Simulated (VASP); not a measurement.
Runs of VASP 6.6.1 on SiC. The structure is that of space group P6/mmm (No. 191), or close to it. The cells are those of the table. 

| task | spin | cell | k mesh | cutoff (eV) | gap on the mesh (eV) | pressure (GPa) | moment (μB) | relaxed volume (Å³/atom) | largest force (eV/Å) |
| --- | --- | --- | --- | --- | --- | --- | --- | --- | --- |
| single point | collinear, ferromagnetic start | a = 5.371, b = 5.371, c = 3.893 Å, angles 90.0, 90.0, 120.0°, 6 atoms | 6 × 6 × 4 | 520 | none | -0.1 | 0.00 | - | 0.03 |
| relaxation of cell and atoms | off | relaxed from a = 5.969, b = 5.969, c = 3.739 Å, angles 90.0, 90.0, 120.0°, 6 atoms | 3 × 3 × 6 | 600 | none | -0.1 | - | 16.18 | 0.04 |
| relaxation of cell and atoms | off | relaxed from a = 3.698, b = 3.698, c = 7.884 Å, angles 90.0, 90.0, 120.0°, 6 atoms | 6 × 6 × 2 | 600 | none | 0.2 | - | 17.07 | 0.04 |
| single point | off | a = 5.384, b = 5.384, c = 3.891 Å, angles 90.0, 90.0, 120.0°, 6 atoms | 3 × 3 × 6 | 520 | none | -0.3 | - | - | 0.02 |
| single point | off | a = 3.698, b = 3.698, c = 7.884 Å, angles 90.0, 90.0, 120.0°, 6 atoms | 6 × 6 × 2 | 520 | none | 63.7 | - | - | 5.55 |
| single point | collinear, ferromagnetic start | a = 3.698, b = 3.698, c = 7.884 Å, angles 90.0, 90.0, 120.0°, 6 atoms | 6 × 6 × 2 | 520 | none | (b) | 0.70 | - | (a) |
| single point | off | a = 5.969, b = 5.969, c = 3.739 Å, angles 90.0, 90.0, 120.0°, 6 atoms | 6 × 6 × 2 | 520 | none | 0.0 | - | - | - |
| single point | off | a = 5.371, b = 5.371, c = 3.893 Å, angles 90.0, 90.0, 120.0°, 6 atoms | 6 × 6 × 4 | 520 | none | -0.1 | - | - | 0.03 |
| single point | off | a = 5.322, b = 5.322, c = 3.908 Å, angles 90.0, 90.0, 120.0°, 6 atoms | 12 × 12 × 10 | 520 | none | -0.1 | - | - | 0.01 |
| relaxation of cell and atoms | off | relaxed from a = 5.384, b = 5.384, c = 3.891 Å, angles 90.0, 90.0, 120.0°, 6 atoms | 6 × 6 × 4 | 600 | none | -0.3 | - | 16.27 | 0.03 |

Alike in all rows: level PBE; potentials or basis VASP PAW PBE potentials, release 64 (Si, C); smearing gaussian 0.1 eV.

Q: Estimate the missing entries.

A: (a) 5.62; (b) 63.9.

Caveats: some runs use coarse meshes; this functional lacks dispersion, which binds the layers, so the pressure and a relaxed spacing across them are unreliable (some runs); forces of over 1 eV/Å act on the atoms, so gaps and moduli don't describe the material at rest (some runs); the volume moved by over 15 % at a fixed basis, so the end points are rough (some runs).

A gap of «none» marks levels without a gap at the run's occupations.
